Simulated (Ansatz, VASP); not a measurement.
# Cd4O3: VASP beside Ansatz

```
Cd O
1.0
     4.92566    0.00000    0.00000
     0.00000    4.92566    0.00000
     0.00000    0.00000    4.92566
Cd O
4 3
Cartesian
  3.5622 1.3635 1.3635
  1.3635 3.5622 1.3635
  1.3635 1.3635 3.5622
  3.5622 3.5622 3.5622
  0.0000 0.0000 2.4628
  2.4628 0.0000 0.0000
  0.0000 2.4628 0.0000
```

Change from the starting cell: species swapped into the Si3As4 type (P-43m, No. 215).

Alike in both runs: functional PBE; k mesh 8 × 8 × 8; occupations gaussian, width 0.02 eV; no spin polarisation.

Ansatz relaxed the structure, and its values are those at the end. VASP's run is a single point on that final structure, the one shown.

|  | VASP | Ansatz |
| --- | --- | --- |
| version | VASP 6.6.1 | Ansatz 0.2.0 |
| potentials or method | VASP PAW PBE potentials, release 64 (Cd, O), cutoff 520 eV | scalar-relativistic, plane waves, PAW |
| valence electrons in the cell | 66 | 98 |

Ansatz gave:

| Quantity | Value |
| --- | --- |
| gap on the k mesh at the Fermi level (eV) | 0.42 |
| least direct gap on the mesh (eV) | 0.54 |
| pressure (GPa) | 0.0 |
| rms of the force components (eV/Å) | 0.000 |

Task: Estimate VASP's values.

Result: gap on the k mesh at the Fermi level (eV): 0.43; least direct gap on the mesh (eV): 0.52; pressure (GPa): 1.1; rms of the force components (eV/Å): 0.031.

The functional is the same, so the differences come from potentials, cutoffs and numerics. VASP's potentials hold 66 valence electrons a cell and Ansatz's 98, so a difference there can come from the potentials and not from the codes.
